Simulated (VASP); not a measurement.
# Mo (Im-3m) in VASP: a series of runs

Runs on Mo. Level: PBE. Tasks: single point.

All numbers are computed with VASP 6.6.1; they aren't measurements. Logs are shortened: lines on timing, memory, paths and dates and some standing lists are left out, and cuts for length are marked.

## Step 1: The cell of the first run

It takes space group Im-3m (No. 229, cubic). The conventional cell has a = 3.168 Å, b = 3.168 Å, c = 3.168 Å, α = 90.00°, β = 90.00°, γ = 90.00°. Within 3.6 Å of Mo (site symmetry m-3m) lie 14 Mo at 2.74 to 3.17 Å.

## Step 2: Single point, PBE

Input file INCAR:

```
SYSTEM = Mo
ALGO     = Fast           ! electronic algorithm
EDIFF    = 1E-6           ! SCF threshold, eV
ENCUT    = 520            ! plane-wave cutoff, eV
GGA      = PE             ! functional
ISIF     = 2              ! what is computed and relaxed
ISMEAR   = 0              ! smearing method
LASPH    = .TRUE.         ! aspherical terms in the spheres
LCHARG   = .TRUE.         ! write CHGCAR
LELF     = .TRUE.         ! ELF
LREAL    = .FALSE.        ! projectors in reciprocal space
LVHAR    = .TRUE.       
LWAVE    = .FALSE.        ! write WAVECAR
NBANDS   = 13             ! bands
NELM     = 60             ! most SCF steps
PREC     = Accurate       ! precision mode
SIGMA    = 0.025          ! smearing width, eV
```

Input file KPOINTS:

```
k-points
0
G
  12 12 12
  0 0 0
```

Input file POSCAR:

```
Mo
1.0
   -1.5838089719      1.5838089719      1.5838089719
    1.5838089719     -1.5838089719      1.5838089719
    1.5838089719      1.5838089719     -1.5838089719
Mo
1
Direct
    0.0000000000      0.0000000000      0.0000000000
```

Potentials or basis: VASP PAW PBE potentials, release 64 (Mo_sv).

The run is started by

```
$ cat potpaw_PBE.64/Mo_sv/POTCAR > POTCAR
$ mpirun -np 1 vasp_std > vasp.out
```

OUTCAR:

```text
SYSTEM = Mo
   EDIFF = 1E-6
   ENCUT = 520
   GGA = PE
   ISIF = 2
   ISMEAR = 0
   LASPH = .TRUE.
   LREAL = .FALSE.
   NELM = 60
   PREC = Accurate

 ion  position               nearest neighbor table
   1  0.000  0.000  0.000-

  LATTYP: Found a body centered cubic cell.
 ALAT       =     3.1676179438

  Lattice vectors:

 A1 = (  -1.5838089719,   1.5838089719,   1.5838089719)
 A2 = (   1.5838089719,  -1.5838089719,   1.5838089719)
 A3 = (   1.5838089719,   1.5838089719,  -1.5838089719)

Analysis of symmetry for initial positions (statically):
=====================================================================
 Subroutine PRICEL returns:
 Original cell was already a primitive cell.

 Routine SETGRP: Setting up the symmetry group for a
 body centered cubic supercell.

 Subroutine GETGRP returns: Found 48 space group operations
 (whereof 48 operations were pure point group operations)
 out of a pool of 48 trial point group operations.

The static configuration has the point symmetry O_h .

Analysis of symmetry for dynamics (positions and initial velocities):
=====================================================================
 Subroutine PRICEL returns:
 Original cell was already a primitive cell.

 Routine SETGRP: Setting up the symmetry group for a
 body centered cubic supercell.

 Subroutine GETGRP returns: Found 48 space group operations
 (whereof 48 operations were pure point group operations)
 out of a pool of 48 trial point group operations.

The dynamic configuration has the point symmetry O_h .

 Subroutine INISYM returns: Found 48 space group operations
 (whereof 48 operations are pure point group operations),
 and found     1 'primitive' translations

----------------------------------------------------------------------------------------

                                     Primitive cell

  volume of cell :      15.8916

  direct lattice vectors                    reciprocal lattice vectors
    -1.583808972  1.583808972  1.583808972     0.000000000  0.315694638  0.315694638
     1.583808972 -1.583808972  1.583808972     0.315694638  0.000000000  0.315694638
     1.583808972  1.583808972 -1.583808972     0.315694638  0.315694638  0.000000000

  length of vectors
     2.743237609  2.743237609  2.743237609     0.446459639  0.446459639  0.446459639

  position of ions in fractional coordinates (direct lattice)
     0.000000000  0.000000000  0.000000000

  ion indices of the primitive-cell ions
   primitive index   ion index
                 1           1

----------------------------------------------------------------------------------------

 KPOINTS: k-points

Automatic generation of k-mesh.
 Grid dimensions read from file:
 generate k-points for:   12   12   12

 Generating k-lattice:

  Cartesian coordinates                     Fractional coordinates (reciprocal lattice)
     0.000000000  0.026307886  0.026307886     0.083333333  0.000000000  0.000000000
     0.026307886  0.000000000  0.026307886     0.000000000  0.083333333  0.000000000
     0.026307886  0.026307886  0.000000000     0.000000000  0.000000000  0.083333333

  Length of vectors
     0.037204970  0.037204970  0.037204970

  Shift w.r.t. Gamma in fractional coordinates (k-lattice)
     0.000000000  0.000000000  0.000000000

 Subroutine IBZKPT returns following result:
 ===========================================

 Found     72 irreducible k-points:

 Following reciprocal coordinates:
            Coordinates               Weight
  0.000000  0.000000  0.000000      1.000000
  0.083333  0.000000  0.000000     12.000000
  0.166667  0.000000  0.000000     12.000000
  0.250000  0.000000  0.000000     12.000000
  0.333333  0.000000  0.000000     12.000000
  0.416667  0.000000  0.000000     12.000000
[... 16 lines left out ...]
  0.333333  0.083333  0.083333     24.000000
  0.416667  0.083333  0.083333     12.000000
 [... further k-points ...]
   k-points           NKPTS =     72   k-points in BZ     NKDIM =     72   number of bands    NBANDS=     13
   number of dos      NEDOS =    301   number of ions     NIONS =      1
   total plane-waves  NPLWV =   8000
   dimension x,y,z NGX =    20 NGY =   20 NGZ =   20
   dimension x,y,z NGXF=    40 NGYF=   40 NGZF=   40
   ions per type =               1
   NGX,Y,Z   is equivalent  to a cutoff of  12.12, 12.12, 12.12 a.u.
   NGXF,Y,Z  is equivalent  to a cutoff of  24.24, 24.24, 24.24 a.u.
 SYSTEM =  Mo
   PREC   = accura    normal or accurate (medium, high low for compatibility)
   ISTART =      0    job   : 0-new  1-cont  2-samecut
   ICHARG =      2    charge: 1-file 2-atom 10-const
   ISPIN  =      1    spin polarized calculation?
   LNONCOLLINEAR =      F non collinear calculations
   LSORBIT =      F    spin-orbit coupling
   LASPH  =      T    aspherical Exc in radial PAW
   ENCUT  =  520.0 eV  38.22 Ry    6.18 a.u.   5.10  5.10  5.10*2*pi/ulx,y,z
   NELM   =     60;   NELMIN=  2; NELMDL= -5     # of ELM steps
   EDIFF  = 0.1E-05   stopping-criterion for ELM
   LREAL  =      F    real-space projection
   EDIFFG = 0.1E-04   stopping-criterion for IOM
   NSW    =      0    number of steps for IOM
   IBRION =     -1    ionic relax: 0-MD 1-quasi-New 2-CG
   NFREE  =      0    steps in history (QN), initial steepest desc. (CG)
   ISIF   =      2    stress and relaxation
   ISYM   =      2    0-nonsym 1-usesym 2-fastsym
   POTIM  = 0.5000    time-step for ionic-motion
   TEBEG  =    0.0;   TEEND  =   0.0 temperature during run
   PSTRESS=    0.0 pullay stress
   NELECT =      14.0000    total number of electrons
   NUPDOWN=      -1.0000    fix difference up-down
   EMIN   =  10.00;   EMAX   =-10.00  energy-range for DOS
   EFERMI =   0.00;   METHOD = LEGACY
   ISMEAR =     0;   SIGMA  =   0.03  broadening in eV -4-tet -1-fermi 0-gaus
   EFERMI_NEDOS =   21; number of points for ismear=-14 and -15
   IALGO  =     68    algorithm
   IMIX   =      4    mixing-type and parameters
     AMIX     =   0.40;   BMIX     =  1.00
     AMIX_MAG =   1.60;   BMIX_MAG =  1.00
  volume/ion in A,a.u.               =      15.89       107.24
  Fermi-wavevector in a.u.,A,eV,Ry     =   1.569380  2.965698 33.510508  2.462953
  Thomas-Fermi vector in A             =   2.671271
   LORBIT       =      0    0 simple, 1 ext, 2 COOP (PROOUT), +10 PAW based schemes
   GGA     = PE    functional components
   LHFCALC =     F    Hartree Fock is set to
   AEXX    =    0.0000 exact exchange contribution
   IVDW    =     0    specifies the selected vdW correction
   LEPSILON=     F    determine dielectric tensor
   LRPA    =     F    only Hartree local field effects (RPA)
 non-spin polarized calculation
 RMM-DIIS sequential band-by-band and
 Gauss-broadening in eV      SIGMA  =   0.03
  energy-cutoff  :      520.00
  volume of cell :       15.89
 maximum number of plane-waves:       442
   NGX = 11   NGY = 11   NGZ = 11

 number of electron      14.0000005 magnetization

 Free energy of the ion-electron system (eV)
  ---------------------------------------------------
  ext. energy  EPLUGINS =         0.00000000
  ---------------------------------------------------
  free energy    TOTEN  =       -10.94983286 eV

  energy without entropy =      -10.94970843  energy(sigma->0) =      -10.94977064

 E-fermi :  12.2774     XC(G=0): -13.2973

 val. band max:       12.2754431935   @ k =   0.5000   0.5000   0.0833
 cond. band min:      12.3342694564   @ k =  -0.3333   0.3333   0.2500
 fundamental gap:      0.0588262630
 Fermi energy:        12.2773560179

 k-point     1 :       0.0000    0.0000    0.0000
  band No.  band energies     occupation
      1     -48.9482      2.00000
      2     -22.2514      2.00000
      3     -22.2514      2.00000
      4     -22.2514      2.00000
      5       5.1490      2.00000
      6      10.9984      2.00000
      7      10.9984      2.00000
      8      10.9984      2.00000
      9      13.9628      0.00000
     10      13.9628      0.00000
     11      27.1363      0.00000
     12      27.1363      0.00000
     13      27.1363      0.00000

 k-point     2 :       0.0833    0.0000    0.0000
  band No.  band energies     occupation
      1     -48.9319      2.00000
      2     -22.3464      2.00000
      3     -22.2808      2.00000
      4     -22.2521      2.00000
      5       5.4477      2.00000
      6      10.8323      2.00000
      7      10.9672      2.00000
      8      11.2795      2.00000
      9      13.7322      0.00000
     10      13.9685      0.00000
     11      27.3483      0.00000
     12      27.6411      0.00000
     13      27.6924      0.00000

 k-point     3 :       0.1667    0.0000    0.0000
  band No.  band energies     occupation
      1     -48.8872      2.00000
      2     -22.6009      2.00000
      3     -22.3605      2.00000
      4     -22.2539      2.00000
      5       6.2389      2.00000
      6      10.4099      2.00000
      7      10.8210      2.00000
      8      12.0962      2.00000
      9      13.4066      0.00000
     10      14.0076      0.00000
     11      27.6346      0.00000
     12      28.6658      0.00000
     13      29.0662      0.00000
[... 305 lines left out ...]
 k-point    23 :       0.3333    0.0833    0.0833
  band No.  band energies     occupation
      1     -48.7107      2.00000
      2     -23.4353      2.00000
      3     -22.6966      2.00000
      4     -22.3479      2.00000
      5       7.7818      2.00000
      6       9.0838      2.00000
      7      11.9421      2.00000
      8      14.0737      0.00000
      9      14.5485      0.00000
     10      17.8590      0.00000
     11      24.1468      0.00000
     12      25.1731      0.00000
     13      28.6683      0.00000

 k-point    24 :       0.4167    0.0833    0.0833
  band No.  band energies     occupation
      1     -48.6957      2.00000
      2     -23.4931      2.00000
      3     -22.7389      2.00000
      4     -22.3507      2.00000
      5       7.6694      2.00000
      6       8.9978      2.00000
      7      12.6196      0.00000
      8      14.1426      0.00000
      9      14.6274      0.00000
     10      18.5626      0.00000
     11      23.1689      0.00000
     12      24.7769      0.00000
     13      28.1434      0.00000

 [... further k-points ...]
[... 5 lines left out ...]
  --------------------------------------------------------------------------------------
  -------------------------------------------------------------------------------------
  Total       -0.1397090     -0.1397090     -0.1397090      0.0000000      0.0000000     -0.0000000
  in kB      -14.0853158    -14.0853158    -14.0853158      0.0000000      0.0000000     -0.0000000
  external PRESSURE =     -14.0853158 kB  Pullay stress =       0.0000000 kB

 VOLUME and BASIS-vectors are now :
 -----------------------------------------------------------------------------
  energy-cutoff  :      520.00
  volume of cell :       15.89
      direct lattice vectors                 reciprocal lattice vectors
    -1.583808972  1.583808972  1.583808972     0.000000000  0.315694638  0.315694638
     1.583808972 -1.583808972  1.583808972     0.315694638  0.000000000  0.315694638
     1.583808972  1.583808972 -1.583808972     0.315694638  0.315694638  0.000000000

 POSITION                                       TOTAL-FORCE (eV/Angst)
 -----------------------------------------------------------------------------------
      0.00000      0.00000      0.00000         0.000000     -0.000000      0.000000
 -----------------------------------------------------------------------------------
    total drift:                                0.000000     -0.000000      0.000000

  FREE ENERGIE OF THE ION-ELECTRON SYSTEM (eV)
  ---------------------------------------------------
  free  energy   TOTEN  =       -10.9498328574 eV

  energy  without entropy=      -10.9497084254  energy(sigma->0) =      -10.94977064
```

Wall time 19 s (1 thread of Intel Xeon 8259CL, shared host); peak memory 0.13 GiB.

Results:

```
Free energy            : -10.9498 eV
Pressure               : -1.4 GPa
Band gap on the k mesh : zero (band 7 reaches 16.22 eV, above the bottom of band 8 at 11.00 eV)
```

## Step 3: Single point, PBE

This run uses another cell than the first one, of 15.49 Å³/atom, 0.975 times its volume.

Input file INCAR:

```
ALGO = Normal ; EDIFF = 1E-6
ENCUT = 520 ; GGA = PE
ISIF = 2 ; ISMEAR = -1
LASPH = T ; LCHARG = T
LELF = T ; LREAL = F
LVHAR = T ; LWAVE = F
NBANDS = 13 ; NELM = 100
PREC = Accurate ; SIGMA = 0.05
```

Input file KPOINTS:

```
k-points
0
Gamma
  12 12 12
```

Input file POSCAR:

```
Mo
1.0
   -1.5703348035      1.5703348035      1.5703348035
    1.5703348035     -1.5703348035      1.5703348035
    1.5703348035      1.5703348035     -1.5703348035
Mo
1
Direct
    0.0000000000      0.0000000000      0.0000000000
```

Potentials or basis: VASP PAW PBE potentials, release 64 (Mo_sv).

The run is started by

```
$ cat potpaw_PBE.64/Mo_sv/POTCAR > POTCAR
$ mpirun -np 1 vasp_std > vasp.out
```

OUTCAR:

```text
EDIFF = 1E-6
   ENCUT = 520
   GGA = PE
   ISIF = 2
   ISMEAR = -1
   LASPH = T
   LREAL = F
   NELM = 100
   PREC = Accurate

 ion  position               nearest neighbor table
   1  0.000  0.000  0.000-

  LATTYP: Found a body centered cubic cell.
 ALAT       =     3.1406696070

  Lattice vectors:

 A1 = (  -1.5703348035,   1.5703348035,   1.5703348035)
 A2 = (   1.5703348035,  -1.5703348035,   1.5703348035)
 A3 = (   1.5703348035,   1.5703348035,  -1.5703348035)

Analysis of symmetry for initial positions (statically):
=====================================================================
 Subroutine PRICEL returns:
 Original cell was already a primitive cell.

 Routine SETGRP: Setting up the symmetry group for a
 body centered cubic supercell.

 Subroutine GETGRP returns: Found 48 space group operations
 (whereof 48 operations were pure point group operations)
 out of a pool of 48 trial point group operations.

The static configuration has the point symmetry O_h .

[... 165 lines left out ...]
  band No.  band energies     occupation
      1     -48.5410      2.00000
      2     -21.7857      2.00000
      3     -21.7857      2.00000
      4     -21.7857      2.00000
      5       5.4755      2.00000
      6      11.3602      2.00000
      7      11.3602      2.00000
      8      11.3602      2.00000
      9      14.4195      0.00000
     10      14.4195      0.00000
     11      27.5872      0.00000
     12      27.5872      0.00000
     13      27.5872      0.00000
[... 354 lines left out ...]
  band No.  band energies     occupation
      1     -48.2607      2.00000
      2     -23.1325      2.00000
      3     -22.3133      2.00000
      4     -21.8947      2.00000
      5       7.9473      2.00000
      6       9.2928      2.00000
      7      13.0869      0.00074
      8      14.6190      0.00000
      9      15.1214      0.00000
     10      19.1861      0.00000
     11      23.9352      0.00000
     12      25.2856      0.00000
     13      28.9046      0.00000

 [... further k-points ...]

------------------------ aborting loop because EDIFF is reached ----------------------------------------

  FORCE on cell =-STRESS in cart. coord.  units (eV):
  Direction    XX          YY          ZZ          XY          YZ          ZX
  --------------------------------------------------------------------------------------
  -------------------------------------------------------------------------------------
  Total        0.5407936      0.5407936      0.5407936     -0.0000000      0.0000000      0.0000000
  in kB       55.9377929     55.9377929     55.9377929     -0.0000000      0.0000000      0.0000000
  external PRESSURE =      55.9377929 kB  Pullay stress =       0.0000000 kB

 VOLUME and BASIS-vectors are now :
 -----------------------------------------------------------------------------
  energy-cutoff  :      520.00
  volume of cell :       15.49
      direct lattice vectors                 reciprocal lattice vectors
    -1.570334803  1.570334803  1.570334803     0.000000000  0.318403438  0.318403438
     1.570334803 -1.570334803  1.570334803     0.318403438  0.000000000  0.318403438
     1.570334803  1.570334803 -1.570334803     0.318403438  0.318403438  0.000000000

 POSITION                                       TOTAL-FORCE (eV/Angst)
 -----------------------------------------------------------------------------------
      0.00000      0.00000      0.00000         0.000000      0.000000      0.000000
 -----------------------------------------------------------------------------------
    total drift:                                0.000000      0.000000      0.000000

  FREE ENERGIE OF THE ION-ELECTRON SYSTEM (eV)
  ---------------------------------------------------
  free  energy   TOTEN  =       -10.9459311303 eV

  energy  without entropy=      -10.9435346528  energy(sigma->0) =      -10.94473289
```

OSZICAR:

```text
N       E                     dE             d eps       ncg     rms          rms(c)
DAV:   1     0.929489956976E+02    0.92949E+02   -0.80564E+03  1882   0.110E+03
DAV:   2    -0.104746168631E+02   -0.10342E+03   -0.99827E+02  2192   0.311E+02
DAV:   3    -0.115827344327E+02   -0.11081E+01   -0.11059E+01  2107   0.321E+01
DAV:   4    -0.115852025015E+02   -0.24681E-02   -0.24680E-02  2082   0.185E+00
DAV:   5    -0.115852179072E+02   -0.15406E-04   -0.15404E-04  2142   0.131E-01    0.150E+01
DAV:   6    -0.110310657051E+02    0.55415E+00   -0.68516E-01  1932   0.102E+01    0.423E+00
DAV:   7    -0.109496874078E+02    0.81378E-01   -0.14925E-01  2057   0.455E+00    0.945E-01
DAV:   8    -0.109458556992E+02    0.38317E-02   -0.39463E-03  1942   0.803E-01    0.192E-01
DAV:   9    -0.109459214080E+02   -0.65709E-04   -0.93030E-05  2152   0.119E-01    0.848E-02
DAV:  10    -0.109459308752E+02   -0.94672E-05   -0.12988E-05  1932   0.430E-02    0.819E-03
DAV:  11    -0.109459311303E+02   -0.25509E-06   -0.12761E-07  1096   0.393E-03
   1 F= -.10945931E+02 E0= -.10944733E+02  d E =-.239648E-02
```

Run time: 16 s. Hardware: 1 thread of Intel Xeon 8259CL, shared host; peak memory 0.13 GiB.

Results:

* Free energy: -10.9459 eV
* Pressure: 5.6 GPa
* Band gap on the k mesh: zero (band 7 reaches 16.77 eV, above the bottom of band 8 at 11.36 eV)
